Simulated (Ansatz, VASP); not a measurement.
# Y3N: VASP beside Ansatz

The input INCAR:

```
PREC = Accurate ; ENCUT = 520
EDIFF = 1E-6 ; ISMEAR = 0
SIGMA = 0.1 ; LREAL = False
LASPH = True ; NELM = 100
ALGO = Normal ; ISIF = 2
LWAVE = False ; LCHARG = True
GGA = PE ; LELF = True
LVHAR = True ; NBANDS = 27
```

KPOINTS

```
Automatic mesh
0
Gamma
  6 6 6
```

POSCAR

```
Y3N
1.0
   -2.1399716316      2.1399716316      4.7801963720
    2.1399716316     -2.1399716316      4.7801963720
    2.1399716316      2.1399716316     -4.7801963720
Y N
3 1
Direct
    0.5000000000      0.5000000000      0.0000000000
    0.2500000000      0.7500000000      0.5000000000
    0.7500000000      0.2500000000      0.5000000000
    0.0000000000      0.0000000000      0.0000000000
```

Input for Ansatz:

```yaml
crystal:
  lattice:
    - [-2.1399716316, 2.1399716316, 4.780196372]
    - [2.1399716316, -2.1399716316, 4.780196372]
    - [2.1399716316, 2.1399716316, -4.780196372]
  atoms:
    - { symbol: "Y", position: [0.5, 0.5, 0.0] }
    - { symbol: "Y", position: [0.25, 0.75, 0.5] }
    - { symbol: "Y", position: [0.75, 0.25, 0.5] }
    - { symbol: "N", position: [0.0, 0.0, 0.0] }
basis:
  ecutwfc: 420
kpoints:
  mp_grid: { grid: [6, 6, 6] }
hamiltonian:
  xc: pbe
scf:
  occupations: { method: gaussian, width: 0.1 }
  lower_state_search: "off"
output:
  forces: true
  stress: true
  eigenvalues: true
```

Alike in both runs: task single point; functional PBE; k mesh 6 × 6 × 6; occupations gaussian, width 0.1 eV; no spin polarisation.

|  | VASP | Ansatz |
| --- | --- | --- |
| version | VASP 6.6.1 | Ansatz 0.2.0 |
| potentials or method | VASP PAW PBE potentials, release 64 (Y_sv, N), cutoff 520 eV | scalar-relativistic, plane waves, PAW |
| valence electrons in the cell | 38 | 38 |

Ansatz gave:

| Property | Result |
| --- | --- |
| gap on the k mesh at the Fermi level (eV) | none |
| pressure (GPa) | 1.8 |
| traceless stress, the component that is largest in VASP (GPa) | 4.05 |

Q: Estimate VASP's values.

A: gap on the k mesh at the Fermi level (eV): none; pressure (GPa): 1.7; traceless stress, the component that is largest in VASP (GPa): 4.04.

A gap of «none» marks a metal or a gap that the smearing closes. With one functional, cell and mesh, what is left measures potentials, basis and numerics.
